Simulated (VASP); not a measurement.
# LuSiRh3 (P1) in VASP: single point with PBEsol

Aim: the single point of LuSiRh3 with PBEsol.

All numbers are computed with VASP 6.6.1; they aren't measurements. Logs are shortened: lines on timing, memory, paths and dates and some standing lists are left out, and cuts for length are marked.

## 1. The cell of the first run

The typed cell holds 5 atoms: a = 4.312 Å, b = 4.384 Å, c = 4.252 Å, α = 88.29°, β = 91.15°, γ = 91.72°.

## 2. Single point, PBEsol

The input, INCAR:

```
PREC = Accurate
ENCUT = 520
EDIFF = 1E-6
ISMEAR = -1
SIGMA = 0.05
LREAL = False
LASPH = True
NELM = 120
ALGO = Normal
ISIF = 2
LWAVE = False
LCHARG = False
GGA = PS
NBANDS = 45
GGA_COMPAT = False
```

The input, KPOINTS:

```
Automatic mesh
0
Gamma
  4 3 4
```

The input, POSCAR:

```
LuSiRh3
1.0
    4.3109720000     -0.0649770000     -0.0423890000
   -0.0649770000      4.3832580000      0.0639310000
   -0.0423890000      0.0639310000      4.2517200000
Rh Si Lu
3 1 1
Direct
   -0.0470426445      0.5403697862      0.4973193269
    0.5077938016      0.9515692335      0.5132167920
    0.5092244463      0.5006654265      0.0295027597
    0.4072470948      0.4425239448      0.5184350801
    1.0250688943      1.0248850766      0.0033816238
```

Potentials or basis: VASP PAW PBE potentials, release 64 (Rh_pv, Si, Lu).

Run with:

```bash
cat potpaw_PBE.64/Rh_pv/POTCAR potpaw_PBE.64/Si/POTCAR potpaw_PBE.64/Lu/POTCAR > POTCAR
mpirun -np 1 vasp_std > vasp.out
```

OUTCAR:

```text
PREC = Accurate
   ENCUT = 520
   EDIFF = 1E-6
   ISMEAR = -1
   LREAL = False
   LASPH = True
   NELM = 120
   ISIF = 2
   GGA = PS

 ion  position               nearest neighbor table
   1  0.953  0.540  0.497-   4 2.02   4 2.38   2 2.68   3 2.74   2 2.95   5 2.96   3 2.99   5 3.07
                             5 3.09   5 3.16   3 3.16   2 3.17   3 3.27
   2  0.508  0.952  0.513-   4 2.21   4 2.26   1 2.68   3 2.90   3 2.91   1 2.95   5 2.99   5 3.01
                             5 3.04   3 3.12   5 3.14   1 3.17   3 3.31
   3  0.509  0.501  0.030-   4 2.14   4 2.23   1 2.74   2 2.90   5 2.91   2 2.91   1 2.99   5 3.10
                             2 3.12   5 3.15   5 3.15   1 3.16   1 3.27   2 3.31
   4  0.407  0.443  0.518-   1 2.02   3 2.14   2 2.21   3 2.23   2 2.26   1 2.38   5 3.17   5 3.28

   5  0.025  0.025  0.003-   3 2.91   1 2.96   2 2.99   2 3.01   2 3.04   1 3.07   1 3.09   3 3.10
                             2 3.14   3 3.15   3 3.15   1 3.16   4 3.17   4 3.28

  LATTYP: Found a triclinic cell.
 ALAT       =     4.3116700271
 B/A-ratio  =     1.3903979066
 C/A-ratio  =     1.0168231107
 COS(alpha) =     0.0004884468
 COS(beta)  =     0.0300284343
 COS(gamma) =     0.7050157231

  Lattice vectors:

 A1 = (   4.3109720000,  -0.0649770000,  -0.0423890000)
 A2 = (   4.2685830000,  -0.0010460000,   4.2093310000)
 A3 = (   0.0649770000,  -4.3832580000,  -0.0639310000)

Analysis of symmetry for initial positions (statically):
=====================================================================
 Subroutine PRICEL returns:
 Original cell was already a primitive cell.

 Routine SETGRP: Setting up the symmetry group for a
 triclinic supercell.

 Subroutine GETGRP returns: Found  1 space group operations
 (whereof  1 operations were pure point group operations)
 out of a pool of  2 trial point group operations.

The static configuration has the point symmetry C_1 .

Analysis of symmetry for dynamics (positions and initial velocities):
=====================================================================
 Subroutine PRICEL returns:
 Original cell was already a primitive cell.

 Routine SETGRP: Setting up the symmetry group for a
 triclinic supercell.

 Subroutine GETGRP returns: Found  1 space group operations
 (whereof  1 operations were pure point group operations)
 out of a pool of  2 trial point group operations.

The dynamic configuration has the point symmetry C_1 .

 Subroutine INISYM returns: Found  1 space group operations
 (whereof  1 operations are pure point group operations),
 and found     1 'primitive' translations

----------------------------------------------------------------------------------------

                                     Primitive cell

  volume of cell :      80.2978

  direct lattice vectors                    reciprocal lattice vectors
     4.310972000 -0.064977000 -0.042389000     0.232039840  0.003406742  0.002262176
    -0.064977000  4.383258000  0.063931000     0.003406742  0.228240865 -0.003397980
    -0.042389000  0.063931000  4.251720000     0.002262176 -0.003397980  0.235272579

  length of vectors
     4.311670027  4.384205729  4.252411899     0.232075872  0.228291578  0.235307989

  position of ions in fractional coordinates (direct lattice)
     0.952957355  0.540369786  0.497319327
     0.507793802  0.951569234  0.513216792
     0.509224446  0.500665426  0.029502760
     0.407247095  0.442523945  0.518435080
     0.025068894  0.024885077  0.003381624

  ion indices of the primitive-cell ions
   primitive index   ion index
                 1           1
                 2           2
                 3           3
                 4           4
                 5           5

----------------------------------------------------------------------------------------

 KPOINTS: Automatic mesh

Automatic generation of k-mesh.
 Grid dimensions read from file:
 generate k-points for:    4    3    4

 Generating k-lattice:

  Cartesian coordinates                     Fractional coordinates (reciprocal lattice)
     0.058009960  0.000851686  0.000565544     0.250000000 -0.000000000 -0.000000000
     0.001135581  0.076080288 -0.001132660    -0.000000000  0.333333333 -0.000000000
     0.000565544 -0.000849495  0.058818145    -0.000000000 -0.000000000  0.250000000

  Length of vectors
     0.058018968  0.076097193  0.058826997

  Shift w.r.t. Gamma in fractional coordinates (k-lattice)
     0.000000000  0.000000000  0.000000000

 Subroutine IBZKPT returns following result:
 ===========================================

 Found     26 irreducible k-points:

 Following reciprocal coordinates:
            Coordinates               Weight
  0.000000  0.000000  0.000000      1.000000
  0.250000 -0.000000  0.000000      2.000000
  0.500000 -0.000000  0.000000      1.000000
  0.000000  0.333333 -0.000000      2.000000
  0.250000  0.333333 -0.000000      2.000000
  0.500000  0.333333 -0.000000      2.000000
[... 16 lines left out ...]
 -0.000000  0.333333  0.500000      2.000000
  0.250000  0.333333  0.500000      2.000000
 [... further k-points ...]
   k-points           NKPTS =     26   k-points in BZ     NKDIM =     26   number of bands    NBANDS=     45
   number of dos      NEDOS =    301   number of ions     NIONS =      5
   total plane-waves  NPLWV =  36864
   dimension x,y,z NGX =    32 NGY =   36 NGZ =   32
   dimension x,y,z NGXF=    64 NGYF=   72 NGZF=   64
   ions per type =               3   1   1
   NGX,Y,Z   is equivalent  to a cutoff of  12.34, 13.65, 12.51 a.u.
   NGXF,Y,Z  is equivalent  to a cutoff of  24.68, 27.30, 25.02 a.u.
 SYSTEM =  unknown system
   PREC   = accura    normal or accurate (medium, high low for compatibility)
   ISTART =      0    job   : 0-new  1-cont  2-samecut
   ICHARG =      2    charge: 1-file 2-atom 10-const
   ISPIN  =      1    spin polarized calculation?
   LNONCOLLINEAR =      F non collinear calculations
   LSORBIT =      F    spin-orbit coupling
   LASPH  =      T    aspherical Exc in radial PAW
   ENCUT  =  520.0 eV  38.22 Ry    6.18 a.u.   8.02  8.15  7.91*2*pi/ulx,y,z
   NELM   =    120;   NELMIN=  2; NELMDL= -5     # of ELM steps
   EDIFF  = 0.1E-05   stopping-criterion for ELM
   LREAL  =      F    real-space projection
[... 7 lines left out ...]
   TEBEG  =    0.0;   TEEND  =   0.0 temperature during run
   PSTRESS=    0.0 pullay stress
   NELECT =      74.0000    total number of electrons
   NUPDOWN=      -1.0000    fix difference up-down
   EMIN   =  10.00;   EMAX   =-10.00  energy-range for DOS
   EFERMI =   0.00;   METHOD = LEGACY
   ISMEAR =    -1;   SIGMA  =   0.05  broadening in eV -4-tet -1-fermi 0-gaus
   EFERMI_NEDOS =   21; number of points for ismear=-14 and -15
   IALGO  =     38    algorithm
   IMIX   =      4    mixing-type and parameters
     AMIX     =   0.40;   BMIX     =  1.00
     AMIX_MAG =   1.60;   BMIX_MAG =  1.00
  volume/ion in A,a.u.               =      16.06       108.38
  Fermi-wavevector in a.u.,A,eV,Ry     =   1.593128  3.010576 34.532377  2.538058
  Thomas-Fermi vector in A             =   2.691406
   LORBIT       =      0    0 simple, 1 ext, 2 COOP (PROOUT), +10 PAW based schemes
   GGA     = PS    functional components
   LHFCALC =     F    Hartree Fock is set to
   AEXX    =    0.0000 exact exchange contribution
   IVDW    =     0    specifies the selected vdW correction
   LEPSILON=     F    determine dielectric tensor
   LRPA    =     F    only Hartree local field effects (RPA)
 non-spin polarized calculation
  energy-cutoff  :      520.00
  volume of cell :       80.30
 maximum number of plane-waves:      2173
   NGX = 17   NGY = 17   NGZ = 15

 number of electron      73.9999988 magnetization

 Free energy of the ion-electron system (eV)
  ---------------------------------------------------
  ext. energy  EPLUGINS =         0.00000000
  ---------------------------------------------------
  free energy    TOTEN  =       -37.79486967 eV

  energy without entropy =      -37.79090636  energy(sigma->0) =      -37.79288801

 E-fermi :   8.3700     XC(G=0): -12.7605

 val. band max:        8.2707103816   @ k =   0.0000   0.0000   0.0000
 cond. band min:       8.4620043494   @ k =   0.0000   0.0000   0.0000
 fundamental gap:      0.1912939678
 Fermi energy:         8.3699546155

 k-point     1 :       0.0000    0.0000    0.0000
  band No.  band energies     occupation
      1     -47.6739      2.00000
      2     -38.3159      2.00000
      3     -38.2678      2.00000
      4     -38.1102      2.00000
      5     -37.6643      2.00000
      6     -37.6460      2.00000
[... 37 lines left out ...]
     44      13.6734      0.00000
     45      14.6587      0.00000

 k-point     2 :       0.2500   -0.0000    0.0000
  band No.  band energies     occupation
      1     -47.6739      2.00000
      2     -38.3223      2.00000
      3     -38.2649      2.00000
      4     -38.0970      2.00000
      5     -37.6691      2.00000
      6     -37.6460      2.00000
[... 37 lines left out ...]
     44      13.4901      0.00000
     45      14.3699      0.00000

 k-point     3 :       0.5000   -0.0000    0.0000
  band No.  band energies     occupation
      1     -47.6739      2.00000
      2     -38.3281      2.00000
      3     -38.2622      2.00000
      4     -38.0837      2.00000
      5     -37.6739      2.00000
      6     -37.6458      2.00000
[... 37 lines left out ...]
     44      13.3427      0.00000
     45      13.9169      0.00000

 k-point     4 :       0.0000    0.3333   -0.0000
  band No.  band energies     occupation
      1     -47.6739      2.00000
      2     -38.3173      2.00000
      3     -38.2641      2.00000
      4     -38.1021      2.00000
      5     -37.6645      2.00000
      6     -37.6518      2.00000
[... 901 lines left out ...]
     44      13.3749      0.00000
     45      13.5164      0.00000

 k-point    23 :      -0.0000    0.3333    0.5000
  band No.  band energies     occupation
      1     -47.6736      2.00000
      2     -38.3534      2.00000
      3     -38.2356      2.00000
      4     -38.0832      2.00000
      5     -37.6861      2.00000
      6     -37.6737      2.00000
[... 37 lines left out ...]
     44      13.1069      0.00000
     45      13.7951      0.00000

 k-point    24 :       0.2500    0.3333    0.5000
  band No.  band energies     occupation
      1     -47.6733      2.00000
      2     -38.3873      2.00000
      3     -38.2092      2.00000
      4     -38.0720      2.00000
      5     -37.6970      2.00000
      6     -37.6782      2.00000
[... 37 lines left out ...]
     44      13.7836      0.00000
     45      14.5076      0.00000

 [... further k-points ...]

------------------------ aborting loop because EDIFF is reached ----------------------------------------

  FORCE on cell =-STRESS in cart. coord.  units (eV):
  Direction    XX          YY          ZZ          XY          YZ          ZX
  --------------------------------------------------------------------------------------
  -------------------------------------------------------------------------------------
  Total        7.8408283      2.0020436      3.7130585     -2.9296332     -0.5721111      0.7034814
  in kB      156.4475080     39.9466389     74.0864013    -58.4547691    -11.4152929     14.0365166
  external PRESSURE =      90.1601827 kB  Pullay stress =       0.0000000 kB

 VOLUME and BASIS-vectors are now :
 -----------------------------------------------------------------------------
  energy-cutoff  :      520.00
  volume of cell :       80.30
      direct lattice vectors                 reciprocal lattice vectors
     4.310972000 -0.064977000 -0.042389000     0.232039840  0.003406742  0.002262176
    -0.064977000  4.383258000  0.063931000     0.003406742  0.228240865 -0.003397980
    -0.042389000  0.063931000  4.251720000     0.002262176 -0.003397980  0.235272579

 POSITION                                       TOTAL-FORCE (eV/Angst)
 -----------------------------------------------------------------------------------
      4.05198      2.33845      2.10861        -3.236912      0.403084      0.312047
      2.10550      4.17079      2.22136         0.410193      0.967937     -0.104779
      2.16147      2.16334      0.13586         0.613071      0.571788     -1.632816
      1.70490      1.94638      2.21527         2.706275     -1.627160      1.333226
      0.10631      0.10767      0.01491        -0.492627     -0.315649      0.092322
 -----------------------------------------------------------------------------------
    total drift:                                0.000685      0.000603     -0.000847

  FREE ENERGIE OF THE ION-ELECTRON SYSTEM (eV)
  ---------------------------------------------------
  free  energy   TOTEN  =       -37.7948696699 eV

  energy  without entropy=      -37.7909063556  energy(sigma->0) =      -37.79288801
```

Wall time 2.6 min (1 thread of Intel Xeon 8259CL, shared host); peak memory 0.25 GiB.

Results:

```
Free energy            : -37.7949 eV
Pressure               : 9.0 GPa
Largest force          : 3.428 eV/Å
Band gap on the k mesh : 0.19 eV
```

Forces on the atoms (eV/Å):
```
Rh  -3.237  0.403  0.312
Rh   0.410  0.968 -0.105
Rh   0.613  0.572 -1.633
Si   2.706 -1.627  1.333
Lu  -0.493 -0.316  0.092
```

Levels at points of the mesh, in eV from the valence-band top:
```csv
k point,band 33,band 34,band 35,band 36,band 37,band 38,band 39,band 40,band 41,band 42
"(0.00, 0.00, 0.00)",-1.23,-0.99,-0.76,-0.24,0.00,0.19,0.53,2.71,2.93,5.01
"(0.50, 0.00, 0.00)",-1.63,-1.46,-1.12,-1.03,-0.33,1.09,1.53,2.69,3.58,3.65
"(0.00, 0.00, 0.50)",-1.74,-1.36,-1.21,-0.98,-0.79,1.07,1.85,2.94,3.50,3.80
"(0.50, 0.00, 0.50)",-2.02,-1.99,-1.10,-1.03,-0.59,0.57,0.88,1.88,2.61,2.71
```

Caveat: the k points lie up to 0.48 Å⁻¹ apart; the PAW data sets were made with another functional, which shifts forces and pressure a little; spin-orbit coupling is left out, which moves the levels of the heavy elements; an odd mesh through Γ misses points on the zone boundary, where band edges can lie.
